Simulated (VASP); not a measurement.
# SrO (Fm-3m) in VASP: a series of runs

Aim: see how the results for SrO move with the level of theory and the settings. Levels: r2SCANh, PBE. Tasks: single point.

Everything below comes from runs of VASP 6.6.1. Logs are shortened: lines on timing, memory, paths and dates and some standing lists are left out, and cuts for length are marked.

### Step 1. The cell of the first run

The structure is cubic, space group Fm-3m (No. 225). The conventional cell has a = 5.160 Å, b = 5.160 Å, c = 5.160 Å, α = 90.00°, β = 90.00°, γ = 90.00°. Sr (site symmetry m-3m) has 6 O at 2.58 Å within 3.4 Å. O (site symmetry m-3m) has 6 Sr at 2.58 Å within 3.4 Å.

### Step 2. Single point, r2SCANh

POSCAR reads:

```
SrO
1.0
    0.0000000000      2.5798927426      2.5798927426
    2.5798927426      0.0000000000      2.5798927426
    2.5798927426      2.5798927426      0.0000000000
Sr O
1 1
Direct
    0.5000000000      0.5000000000      0.5000000000
    0.0000000000      0.0000000000      0.0000000000
```

INCAR.step1 reads:

```
SYSTEM = SrO
ALGO = Normal
EDIFF = 1E-5
ENCUT = 520
GGA = PE
ISIF = 2
ISMEAR = 0
LASPH = .TRUE.
LCHARG = .FALSE.
LREAL = .FALSE.
LWAVE = .TRUE.
NBANDS = 15
NELM = 80
PREC = Accurate
SIGMA = 0.01
```

INCAR.step2 reads:

```
SYSTEM = SrO
AEXX = 0.1
ALGO = Normal
EDIFF = 1E-6
ENCUT = 520
ISIF = 2
ISMEAR = 0
ISTART = 1
LASPH = .TRUE.
LCHARG = .FALSE.
LHFCALC = .TRUE.
LMIXTAU = .TRUE.
LREAL = .FALSE.
LWAVE = .FALSE.
METAGGA = R2SCAN
NBANDS = 15
NELM = 80
PREC = Accurate
PRECFOCK = Normal
SIGMA = 0.01
```

KPOINTS reads:

```
k-points
0
G
  6 6 6
  0 0 0
```

Potentials or basis: VASP PAW PBE potentials, release 64 (Sr_sv, O).

Command:

```bash
> cat potpaw_PBE.64/Sr_sv/POTCAR potpaw_PBE.64/O/POTCAR > POTCAR
> cp INCAR.step1 INCAR
> mpirun -np 1 vasp_std > vasp.out
> cp INCAR.step2 INCAR
> mpirun -np 1 vasp_std > vasp.out
```

OUTCAR:

```text
SYSTEM = SrO
   AEXX = 0.1
   EDIFF = 1E-6
   ENCUT = 520
   ISIF = 2
   ISMEAR = 0
   ISTART = 1
   LASPH = .TRUE.
   LHFCALC = .TRUE.
   LREAL = .FALSE.
   METAGGA = R2SCAN
   NELM = 80
   PREC = Accurate
   PRECFOCK = Normal

 ion  position               nearest neighbor table
   1  0.500  0.500  0.500-   2 2.58   2 2.58   2 2.58   2 2.58   2 2.58   2 2.58
   2  0.000  0.000  0.000-   1 2.58   1 2.58   1 2.58   1 2.58   1 2.58   1 2.58

  LATTYP: Found a face centered cubic cell.
 ALAT       =     5.1597854852

  Lattice vectors:

 A1 = (   0.0000000000,   2.5798927426,   2.5798927426)
 A2 = (   2.5798927426,   0.0000000000,   2.5798927426)
 A3 = (   2.5798927426,   2.5798927426,   0.0000000000)

Analysis of symmetry for initial positions (statically):
=====================================================================
 Subroutine PRICEL returns:
 Original cell was already a primitive cell.

 Routine SETGRP: Setting up the symmetry group for a
 face centered cubic supercell.

 Subroutine GETGRP returns: Found 48 space group operations
 (whereof 48 operations were pure point group operations)
 out of a pool of 48 trial point group operations.

The static configuration has the point symmetry O_h .

Analysis of symmetry for dynamics (positions and initial velocities):
=====================================================================
 Subroutine PRICEL returns:
 Original cell was already a primitive cell.

 Routine SETGRP: Setting up the symmetry group for a
 face centered cubic supercell.

 Subroutine GETGRP returns: Found 48 space group operations
 (whereof 48 operations were pure point group operations)
 out of a pool of 48 trial point group operations.

The dynamic configuration has the point symmetry O_h .

 Subroutine INISYM returns: Found 48 space group operations
 (whereof 48 operations are pure point group operations),
 and found     1 'primitive' translations

----------------------------------------------------------------------------------------

                                     Primitive cell

  volume of cell :      34.3427

  direct lattice vectors                    reciprocal lattice vectors
     0.000000000  2.579892743  2.579892743    -0.193806507  0.193806507  0.193806507
     2.579892743  0.000000000  2.579892743     0.193806507 -0.193806507  0.193806507
     2.579892743  2.579892743  0.000000000     0.193806507  0.193806507 -0.193806507

  length of vectors
     3.648519306  3.648519306  3.648519306     0.335682716  0.335682716  0.335682716

  position of ions in fractional coordinates (direct lattice)
     0.500000000  0.500000000  0.500000000
     0.000000000  0.000000000  0.000000000

  ion indices of the primitive-cell ions
   primitive index   ion index
                 1           1
                 2           2

----------------------------------------------------------------------------------------

 KPOINTS: k-points

Automatic generation of k-mesh.
 Grid dimensions read from file:
 generate k-points for:    6    6    6

 Generating k-lattice:

  Cartesian coordinates                     Fractional coordinates (reciprocal lattice)
    -0.032301084  0.032301084  0.032301084     0.166666667  0.000000000  0.000000000
     0.032301084 -0.032301084  0.032301084     0.000000000  0.166666667  0.000000000
     0.032301084  0.032301084 -0.032301084     0.000000000  0.000000000  0.166666667

  Length of vectors
     0.055947119  0.055947119  0.055947119

  Shift w.r.t. Gamma in fractional coordinates (k-lattice)
     0.000000000  0.000000000  0.000000000

 Subroutine IBZKPT returns following result:
 ===========================================

 Found     16 irreducible k-points:

 Following reciprocal coordinates:
            Coordinates               Weight
  0.000000  0.000000  0.000000      1.000000
  0.166667  0.000000  0.000000      8.000000
  0.333333  0.000000  0.000000      8.000000
  0.500000  0.000000  0.000000      4.000000
  0.166667  0.166667  0.000000      6.000000
  0.333333  0.166667  0.000000     24.000000
[... 8 lines left out ...]
 -0.333333  0.333333  0.166667     24.000000
 -0.333333  0.500000  0.166667     12.000000
   k-points           NKPTS =     16   k-points in BZ     NKDIM =    216   number of bands    NBANDS=     15
   number of dos      NEDOS =    301   number of ions     NIONS =      2
   total plane-waves  NPLWV =  21952
   dimension x,y,z NGX =    28 NGY =   28 NGZ =   28
   dimension x,y,z NGXF=    56 NGYF=   56 NGZF=   56
   ions per type =               1   1
   NGX,Y,Z   is equivalent  to a cutoff of  12.76, 12.76, 12.76 a.u.
   NGXF,Y,Z  is equivalent  to a cutoff of  25.52, 25.52, 25.52 a.u.
 SYSTEM =  SrO
   PREC   = accura    normal or accurate (medium, high low for compatibility)
   ISTART =      1    job   : 0-new  1-cont  2-samecut
   ICHARG =      0    charge: 1-file 2-atom 10-const
   ISPIN  =      1    spin polarized calculation?
   LNONCOLLINEAR =      F non collinear calculations
   LSORBIT =      F    spin-orbit coupling
   LASPH  =      T    aspherical Exc in radial PAW
   ENCUT  =  520.0 eV  38.22 Ry    6.18 a.u.   6.78  6.78  6.78*2*pi/ulx,y,z
   NELM   =     80;   NELMIN=  2; NELMDL=  0     # of ELM steps
   EDIFF  = 0.1E-05   stopping-criterion for ELM
   LREAL  =      F    real-space projection
   EDIFFG = 0.1E-04   stopping-criterion for IOM
   NSW    =      0    number of steps for IOM
   IBRION =     -1    ionic relax: 0-MD 1-quasi-New 2-CG
   NFREE  =      0    steps in history (QN), initial steepest desc. (CG)
   ISIF   =      2    stress and relaxation
   ISYM   =      3    0-nonsym 1-usesym 2-fastsym
   POTIM  = 0.5000    time-step for ionic-motion
   TEBEG  =    0.0;   TEEND  =   0.0 temperature during run
   PSTRESS=    0.0 pullay stress
   NELECT =      16.0000    total number of electrons
   NUPDOWN=      -1.0000    fix difference up-down
   EMIN   =  10.00;   EMAX   =-10.00  energy-range for DOS
   EFERMI =   0.00;   METHOD = LEGACY
   ISMEAR =     0;   SIGMA  =   0.01  broadening in eV -4-tet -1-fermi 0-gaus
   EFERMI_NEDOS =   21; number of points for ismear=-14 and -15
   IALGO  =     38    algorithm
   IMIX   =      1    mixing-type and parameters
     AMIX     =   0.40;   BMIX     =  1.00
     AMIX_MAG =   1.60;   BMIX_MAG =  1.00
  volume/ion in A,a.u.               =      17.17       115.88
  Fermi-wavevector in a.u.,A,eV,Ry     =   1.269121  2.398292 21.914485  1.610669
  Thomas-Fermi vector in A             =   2.402180
   LORBIT       =      0    0 simple, 1 ext, 2 COOP (PROOUT), +10 PAW based schemes
   METAGGA = R2SCAN    functional components
   LHFCALC =     T    Hartree Fock is set to
   PRECFOCK=normal    Normal, Fast or Accurate (Low or Medium for compatibility)
   ENCUT4O =  -1.0   cutoff for four orbital integrals eV
   NKREDX  =     1    reduce k-point grid by
   NKREDY  =     1    reduce k-point grid by
   NKREDZ  =     1    reduce k-point grid by
   AEXX    =    0.1000 exact exchange contribution
   HFSCREEN=    0.0000 screening length (either q_TF or 0.3 A-1)
   HFSCREENC=   0.0000 screening length for correlation (either q_TF or 0.3 A-1)
   ENCUTFOCK=  -1.0 apply spherical cutoff to Coloumb kernel
   IVDW    =     0    specifies the selected vdW correction
   LEPSILON=     F    determine dielectric tensor
   LRPA    =     F    only Hartree local field effects (RPA)
 non-spin polarized calculation
 Gauss-broadening in eV      SIGMA  =   0.01
  energy-cutoff  :      520.00
  volume of cell :       34.34
 maximum number of plane-waves:       941
  NGX = 24; NGY = 24; NGZ = 24

 number of electron      15.9999998 magnetization

 Free energy of the ion-electron system (eV)
  ---------------------------------------------------
  ext. energy  EPLUGINS =         0.00000000
  ---------------------------------------------------
  free energy    TOTEN  =       -26.68635404 eV

  energy without entropy =      -26.68635404  energy(sigma->0) =      -26.68635404

 E-fermi :   0.8777     XC(G=0):  -9.6045

 val. band max:        0.7541620594   @ k =   0.0000   0.0000   0.0000
 cond. band min:       5.3149388734   @ k =   0.5000   0.5000   0.0000
 fundamental gap:      4.5607768139
 Fermi energy:         0.8776997607

 k-point     1 :       0.0000    0.0000    0.0000
  band No.  band energies     occupation
      1     -33.3971      2.00000
      2     -15.7267      2.00000
      3     -13.9866      2.00000
      4     -13.9866      2.00000
      5     -13.9866      2.00000
      6       0.7542      2.00000
      7       0.7542      2.00000
      8       0.7542      2.00000
      9       6.1090      0.00000
     10       8.4002      0.00000
     11       8.4002      0.00000
     12       8.4002      0.00000
     13      10.7221      0.00000
     14      10.7221      0.00000
     15      14.8155      0.00000

 k-point     2 :       0.1667    0.0000    0.0000
  band No.  band energies     occupation
      1     -33.3632      2.00000
      2     -16.1489      2.00000
      3     -14.0056      2.00000
      4     -14.0056      2.00000
      5     -13.6446      2.00000
      6       0.0606      2.00000
      7       0.4293      2.00000
      8       0.4293      2.00000
      9       7.2576      0.00000
     10       8.1665      0.00000
     11       8.9516      0.00000
     12       8.9516      0.00000
     13      11.4387      0.00000
     14      11.4387      0.00000
     15      16.5322      0.00000
[... 221 lines left out ...]
      3     -14.5065      2.00000
      4     -14.3814      2.00000
      5     -13.4808      2.00000
      6      -0.5793      2.00000
      7       0.0656      2.00000
      8       0.1276      2.00000
      9       8.3479      0.00000
     10       8.4713      0.00000
     11      11.3068      0.00000
     12      12.4173      0.00000
     13      13.9062      0.00000
     14      15.5868      0.00000
     15      16.1067      0.00000

 k-point    16 :      -0.3333    0.5000    0.1667
  band No.  band energies     occupation
      1     -33.2192      2.00000
      2     -16.1439      2.00000
      3     -14.7882      2.00000
      4     -14.4979      2.00000
      5     -13.7289      2.00000
      6      -0.1388      2.00000
      7       0.2625      2.00000
      8       0.4093      2.00000
      9       6.7251      0.00000
     10       9.7733      0.00000
     11      10.7741      0.00000
     12      13.4198      0.00000
     13      13.4430      0.00000
     14      15.5880      0.00000
     15      15.8801      0.00000

------------------------ aborting loop because EDIFF is reached ----------------------------------------

  FORCE on cell =-STRESS in cart. coord.  units (eV):
  Direction    XX          YY          ZZ          XY          YZ          ZX
  --------------------------------------------------------------------------------------
  -------------------------------------------------------------------------------------
  Total       -0.0009706     -0.0009706     -0.0009706      0.0000000      0.0000000      0.0000000
  in kB       -0.0452812     -0.0452812     -0.0452812      0.0000000      0.0000000      0.0000000
  external PRESSURE =      -0.0452812 kB  Pullay stress =       0.0000000 kB

 VOLUME and BASIS-vectors are now :
 -----------------------------------------------------------------------------
  energy-cutoff  :      520.00
  volume of cell :       34.34
      direct lattice vectors                 reciprocal lattice vectors
     0.000000000  2.579892743  2.579892743    -0.193806507  0.193806507  0.193806507
     2.579892743  0.000000000  2.579892743     0.193806507 -0.193806507  0.193806507
     2.579892743  2.579892743  0.000000000     0.193806507  0.193806507 -0.193806507

 POSITION                                       TOTAL-FORCE (eV/Angst)
 -----------------------------------------------------------------------------------
      2.57989      2.57989      2.57989         0.000000      0.000000      0.000000
      0.00000      0.00000      0.00000         0.000000      0.000000      0.000000
 -----------------------------------------------------------------------------------
    total drift:                                0.000000      0.000000      0.000000

  FREE ENERGIE OF THE ION-ELECTRON SYSTEM (eV)
  ---------------------------------------------------
  free  energy   TOTEN  =       -26.6863540434 eV

  energy  without entropy=      -26.6863540434  energy(sigma->0) =      -26.68635404
```

Run time: 25 min. Hardware: 1 thread of Intel Xeon 6975P-C (Granite Rapids), shared host; peak memory 0.19 GiB.

Results:

| Quantity | Value |
| --- | --- |
| Free energy | -26.6864 eV |
| Pressure | 0.0 GPa |
| Band gap on the k mesh | 4.56 eV (least direct gap 4.66 eV) |

Levels at points of the mesh, in eV from the valence-band top:
```
           k point  band 6  band 7  band 8  band 9  band 10  band 11
(0.00, 0.00, 0.00)    0.00    0.00    0.00    5.35     7.65     7.65
(0.50, 0.00, 0.00)   -2.16   -1.14   -1.14    7.97     9.80    10.39
(0.50, 0.50, 0.00)   -0.47   -0.10   -0.10    4.56     9.35    11.82
```

Caveat: the PAW data sets were made with another functional, which shifts forces and pressure a little. A k mesh can miss the band edges.

(Part 1 of 2 ends here.)
